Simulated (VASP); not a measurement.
# BN (F-43m) in VASP: a series of runs

BN is run at these levels: PBE; tasks: single point.

All numbers are computed with VASP 6.6.1; they aren't measurements. Logs are shortened: lines on timing, memory, paths and dates and some standing lists are left out, and cuts for length are marked.

## Step 1: The cell of the first run

The structure is cubic, space group F-43m (No. 216). Conventional cell: a = 3.616 Å, b = 3.616 Å, c = 3.616 Å, α = 90.00°, β = 90.00°, γ = 90.00°. Within 2.1 Å of B (site symmetry -43m) lie 4 N at 1.57 Å. N (site symmetry -43m) has 4 B at 1.57 Å within 2.1 Å.

## Step 2: Single point, PBE

Input file INCAR:

```
PREC     = Accurate       # precision mode
ENCUT    = 600            # plane-wave cutoff, eV
EDIFF    = 1E-6           # SCF threshold, eV
ISMEAR   = 0              # smearing method
SIGMA    = 0.01           # smearing width, eV
LREAL    = F              # projectors in reciprocal space
LASPH    = T              # aspherical terms in the spheres
NELM     = 120            # most SCF steps
ALGO     = Normal         # electronic algorithm
ISIF     = 2              # what is computed and relaxed
LWAVE    = F              # write WAVECAR
LCHARG   = F              # write CHGCAR
GGA      = PE             # functional
NBANDS   = 11             # bands
GGA_COMPAT= F
```

Input file KPOINTS:

```
Automatic mesh
0
Gamma
  3 3 3
```

Input file POSCAR:

```
BN
1.0
    0.0000000000      1.8080000000      1.8080000000
    1.8080000000      0.0000000000      1.8080000000
    1.8080000000      1.8080000000      0.0000000000
B N
1 1
Direct
    0.0000000000      0.0000000000      0.0000000000
    0.2500000000      0.2500000000      0.2500000000
```

Potentials or basis: VASP PAW PBE potentials, release 64 (B, N).

On the command line:

```console
$ cat potpaw_PBE.64/B/POTCAR potpaw_PBE.64/N/POTCAR > POTCAR
$ mpirun -np 1 vasp_std > vasp.out
```

OUTCAR:

```text
PREC = Accurate
   ENCUT = 600
   EDIFF = 1E-6
   ISMEAR = 0
   LREAL = F
   LASPH = T
   NELM = 120
   ISIF = 2
   GGA = PE

 ion  position               nearest neighbor table
   1  0.000  0.000  0.000-   2 1.57   2 1.57   2 1.57   2 1.57
   2  0.250  0.250  0.250-   1 1.57   1 1.57   1 1.57   1 1.57

  LATTYP: Found a face centered cubic cell.
 ALAT       =     3.6160000000

  Lattice vectors:

 A1 = (   0.0000000000,   1.8080000000,   1.8080000000)
 A2 = (   1.8080000000,   0.0000000000,   1.8080000000)
 A3 = (   1.8080000000,   1.8080000000,   0.0000000000)

Analysis of symmetry for initial positions (statically):
=====================================================================
 Subroutine PRICEL returns:
 Original cell was already a primitive cell.

 Routine SETGRP: Setting up the symmetry group for a
 face centered cubic supercell.

 Subroutine GETGRP returns: Found 24 space group operations
 (whereof 24 operations were pure point group operations)
 out of a pool of 48 trial point group operations.

The static configuration has the point symmetry T_d .

Analysis of symmetry for dynamics (positions and initial velocities):
=====================================================================
 Subroutine PRICEL returns:
 Original cell was already a primitive cell.

 Routine SETGRP: Setting up the symmetry group for a
 face centered cubic supercell.

 Subroutine GETGRP returns: Found 24 space group operations
 (whereof 24 operations were pure point group operations)
 out of a pool of 48 trial point group operations.

The dynamic configuration has the point symmetry T_d .

 Subroutine INISYM returns: Found 24 space group operations
 (whereof 24 operations are pure point group operations),
 and found     1 'primitive' translations

----------------------------------------------------------------------------------------

                                     Primitive cell

  volume of cell :      11.8202

  direct lattice vectors                    reciprocal lattice vectors
     0.000000000  1.808000000  1.808000000    -0.276548673  0.276548673  0.276548673
     1.808000000  0.000000000  1.808000000     0.276548673 -0.276548673  0.276548673
     1.808000000  1.808000000  0.000000000     0.276548673  0.276548673 -0.276548673

  length of vectors
     2.556898121  2.556898121  2.556898121     0.478996352  0.478996352  0.478996352

  position of ions in fractional coordinates (direct lattice)
     0.000000000  0.000000000  0.000000000
     0.250000000  0.250000000  0.250000000

  ion indices of the primitive-cell ions
   primitive index   ion index
                 1           1
                 2           2

----------------------------------------------------------------------------------------

 KPOINTS: Automatic mesh

Automatic generation of k-mesh.
 Grid dimensions read from file:
 generate k-points for:    3    3    3

 Generating k-lattice:

  Cartesian coordinates                     Fractional coordinates (reciprocal lattice)
    -0.092182891  0.092182891  0.092182891     0.333333333  0.000000000  0.000000000
     0.092182891 -0.092182891  0.092182891     0.000000000  0.333333333  0.000000000
     0.092182891  0.092182891 -0.092182891     0.000000000  0.000000000  0.333333333

  Length of vectors
     0.159665451  0.159665451  0.159665451

  Shift w.r.t. Gamma in fractional coordinates (k-lattice)
     0.000000000  0.000000000  0.000000000

 Subroutine IBZKPT returns following result:
 ===========================================

 Found      4 irreducible k-points:

 Following reciprocal coordinates:
            Coordinates               Weight
  0.000000  0.000000  0.000000      1.000000
  0.333333  0.000000  0.000000      8.000000
  0.333333  0.333333  0.000000      6.000000
 -0.333333  0.333333  0.000000     12.000000
   k-points           NKPTS =      4   k-points in BZ     NKDIM =      4   number of bands    NBANDS=     11
   number of dos      NEDOS =    301   number of ions     NIONS =      2
   total plane-waves  NPLWV =   8000
   dimension x,y,z NGX =    20 NGY =   20 NGZ =   20
   dimension x,y,z NGXF=    40 NGYF=   40 NGZF=   40
   ions per type =               1   1
   NGX,Y,Z   is equivalent  to a cutoff of  13.00, 13.00, 13.00 a.u.
   NGXF,Y,Z  is equivalent  to a cutoff of  26.01, 26.01, 26.01 a.u.
 SYSTEM =  unknown system
   PREC   = accura    normal or accurate (medium, high low for compatibility)
   ISTART =      0    job   : 0-new  1-cont  2-samecut
   ICHARG =      2    charge: 1-file 2-atom 10-const
   ISPIN  =      1    spin polarized calculation?
   LNONCOLLINEAR =      F non collinear calculations
   LSORBIT =      F    spin-orbit coupling
   LASPH  =      T    aspherical Exc in radial PAW
   ENCUT  =  600.0 eV  44.10 Ry    6.64 a.u.   5.11  5.11  5.11*2*pi/ulx,y,z
   NELM   =    120;   NELMIN=  2; NELMDL= -5     # of ELM steps
   EDIFF  = 0.1E-05   stopping-criterion for ELM
   LREAL  =      F    real-space projection
   EDIFFG = 0.1E-04   stopping-criterion for IOM
   NSW    =      0    number of steps for IOM
   IBRION =     -1    ionic relax: 0-MD 1-quasi-New 2-CG
   NFREE  =      0    steps in history (QN), initial steepest desc. (CG)
   ISIF   =      2    stress and relaxation
   ISYM   =      2    0-nonsym 1-usesym 2-fastsym
   POTIM  = 0.5000    time-step for ionic-motion
   TEBEG  =    0.0;   TEEND  =   0.0 temperature during run
   PSTRESS=    0.0 pullay stress
   NELECT =       8.0000    total number of electrons
   NUPDOWN=      -1.0000    fix difference up-down
   EMIN   =  10.00;   EMAX   =-10.00  energy-range for DOS
   EFERMI =   0.00;   METHOD = LEGACY
   ISMEAR =     0;   SIGMA  =   0.01  broadening in eV -4-tet -1-fermi 0-gaus
   EFERMI_NEDOS =   21; number of points for ismear=-14 and -15
   IALGO  =     38    algorithm
   IMIX   =      4    mixing-type and parameters
     AMIX     =   0.40;   BMIX     =  1.00
     AMIX_MAG =   1.60;   BMIX_MAG =  1.00
  volume/ion in A,a.u.               =       5.91        39.88
  Fermi-wavevector in a.u.,A,eV,Ry     =   1.437352  2.716201 28.109366  2.065980
  Thomas-Fermi vector in A             =   2.556439
   LORBIT       =      0    0 simple, 1 ext, 2 COOP (PROOUT), +10 PAW based schemes
   GGA     = PE    functional components
   LHFCALC =     F    Hartree Fock is set to
   AEXX    =    0.0000 exact exchange contribution
   IVDW    =     0    specifies the selected vdW correction
   LEPSILON=     F    determine dielectric tensor
   LRPA    =     F    only Hartree local field effects (RPA)
 non-spin polarized calculation
 Gauss-broadening in eV      SIGMA  =   0.01
  energy-cutoff  :      600.00
  volume of cell :       11.82
 maximum number of plane-waves:       411
   NGX = 11   NGY = 11   NGZ = 11

 number of electron       7.9999999 magnetization

 Free energy of the ion-electron system (eV)
  ---------------------------------------------------
  ext. energy  EPLUGINS =         0.00000000
  ---------------------------------------------------
  free energy    TOTEN  =       -17.08094837 eV

  energy without entropy =      -17.08094837  energy(sigma->0) =      -17.08094837

 E-fermi :   7.6195     XC(G=0): -12.7831

 val. band max:        7.5229861810   @ k =   0.0000   0.0000   0.0000
 cond. band min:      13.1279215703   @ k =   0.3333   0.3333   0.0000
 fundamental gap:      5.6049353893
 Fermi energy:         7.6195067510

 k-point     1 :       0.0000    0.0000    0.0000
  band No.  band energies     occupation
      1     -12.7519      2.00000
      2       7.5230      2.00000
      3       7.5230      2.00000
      4       7.5230      2.00000
      5      16.2358      0.00000
      6      16.2358      0.00000
      7      16.2358      0.00000
      8      17.8313      0.00000
      9      32.1582      0.00000
     10      35.1723      0.00000
     11      35.1723      0.00000

 k-point     2 :       0.3333    0.0000    0.0000
  band No.  band energies     occupation
      1     -10.2121      2.00000
      2      -0.3920      2.00000
      3       5.9458      2.00000
      4       5.9458      2.00000
      5      17.3547      0.00000
      6      18.0800      0.00000
      7      18.0800      0.00000
      8      22.0244      0.00000
      9      30.6496      0.00000
     10      31.8070      0.00000
     11      31.8070      0.00000

 k-point     3 :       0.3333    0.3333    0.0000
  band No.  band energies     occupation
      1      -9.3883      2.00000
      2       1.4310      2.00000
      3       3.4568      2.00000
      4       3.4568      2.00000
      5      13.1279      0.00000
      6      17.7294      0.00000
      7      23.0092      0.00000
      8      23.0092      0.00000
      9      26.7288      0.00000
     10      34.8317      0.00000
     11      40.2297      0.00000

 k-point     4 :      -0.3333    0.3333    0.0000
  band No.  band energies     occupation
      1      -7.3802      2.00000
      2      -0.9365      2.00000
      3       0.1002      2.00000
      4       4.0041      2.00000
      5      15.2810      0.00000
      6      21.8906      0.00000
      7      22.0349      0.00000
      8      23.5062      0.00000
      9      25.6212      0.00000
     10      32.4470      0.00000
     11      34.2259      0.00000

------------------------ aborting loop because EDIFF is reached ----------------------------------------

  FORCE on cell =-STRESS in cart. coord.  units (eV):
  Direction    XX          YY          ZZ          XY          YZ          ZX
  --------------------------------------------------------------------------------------
  -------------------------------------------------------------------------------------
  Total        0.4500544      0.4500544      0.4500544     -0.0000000      0.0000000      0.0000000
  in kB       61.0028822     61.0028822     61.0028822     -0.0000000      0.0000000      0.0000000
  external PRESSURE =      61.0028822 kB  Pullay stress =       0.0000000 kB

 VOLUME and BASIS-vectors are now :
 -----------------------------------------------------------------------------
  energy-cutoff  :      600.00
  volume of cell :       11.82
      direct lattice vectors                 reciprocal lattice vectors
     0.000000000  1.808000000  1.808000000    -0.276548673  0.276548673  0.276548673
     1.808000000  0.000000000  1.808000000     0.276548673 -0.276548673  0.276548673
     1.808000000  1.808000000  0.000000000     0.276548673  0.276548673 -0.276548673

 POSITION                                       TOTAL-FORCE (eV/Angst)
 -----------------------------------------------------------------------------------
      0.00000      0.00000      0.00000        -0.000000     -0.000000     -0.000000
      0.90400      0.90400      0.90400         0.000000      0.000000      0.000000
 -----------------------------------------------------------------------------------
    total drift:                                0.000000      0.000000      0.000000

  FREE ENERGIE OF THE ION-ELECTRON SYSTEM (eV)
  ---------------------------------------------------
  free  energy   TOTEN  =       -17.0809483708 eV

  energy  without entropy=      -17.0809483708  energy(sigma->0) =      -17.08094837
```

It took 2.7 s on 1 thread of AMD EPYC 7R13, shared host; peak memory 0.08 GiB.

What came out:

| Item | Value |
| --- | --- |
| Free energy | -17.0809 eV |
| Pressure | 6.1 GPa |
| Band gap on the k mesh | 5.60 eV, indirect (least direct gap 8.71 eV) |

Caveat: the k points lie up to 1.00 Å⁻¹ apart. A k mesh can miss the band edges.

(Part 1 of 2 ends here.)
